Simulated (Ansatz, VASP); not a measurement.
# SiC in VASP and in Ansatz

File INCAR:

```
SYSTEM = SiC
  PREC = Accurate
  ENCUT = 520
  EDIFF = 1E-7
  ISMEAR = 0
  SIGMA = 0.05
  LREAL = .False.
  LASPH = .True.
  NELM = 60
  ALGO = Normal
  ISIF = 2
  LWAVE = .False.
  LCHARG = .True.
  GGA = PE
  LELF = .True.
  LVHAR = .True.
  NBANDS = 11
```

File KPOINTS:

```
Automatic mesh
0
Gamma
  12 12 12
  0 0 0
```

The input POSCAR:

```
SiC
1.0
    0.0000000000      2.2371610340      2.2371610340
    2.2371610340      0.0000000000      2.2371610340
    2.1445425672      2.1445425672      0.0926184668
Si C
1 1
Direct
    0.0000000000      0.0000000000      0.0000000000
    0.7500000000      0.7500000000      0.7500000000
```

Input for Ansatz:

```yaml
crystal:
  lattice:
    - [0.0, 2.237161034, 2.237161034]
    - [2.237161034, 0.0, 2.237161034]
    - [2.1445425672, 2.1445425672, 0.0926184668]
  atoms:
    - { symbol: Si, position: [0.0, 0.0, 0.0] }
    - { symbol: C, position: [0.75, 0.75, 0.75] }
basis:
  ecutwfc: 520.0
kpoints:
  mp_grid: { grid: [12, 12, 12] }
hamiltonian:
  xc: pbe
scf:
  occupations: { method: gaussian, width: 0.05 }
output:
  forces: true
  stress: true
  eigenvalues: true
```

Alike in both runs: task single point; functional PBE; k mesh 12 × 12 × 12; occupations gaussian, width 0.05 eV; no spin polarisation.

|  | VASP | Ansatz |
| --- | --- | --- |
| version | VASP 6.6.1 | Ansatz 0.2.0 |
| potentials or method | VASP PAW PBE potentials, release 64 (Si, C), cutoff 520 eV | scalar-relativistic, plane waves, PAW |
| valence electrons in the cell | 8 | 8 |

```csv
,VASP,Ansatz,Ansatz less VASP
gap on the k mesh at the Fermi level (eV),1.12,1.12,+0.006
least direct gap on the mesh (eV),4.09,4.10,+0.005
pressure (GPa),1.2,1.3,+0.05
"traceless stress, the component that is largest in VASP (GPa)",11.85,11.81,-0.038
rms of the force components (eV/Å),0.450,0.451,+0.0010
```

Atom by atom the forces differ by 0.001 eV/Å (rms over components). With one functional, cell and mesh, what is left measures potentials, basis and numerics.
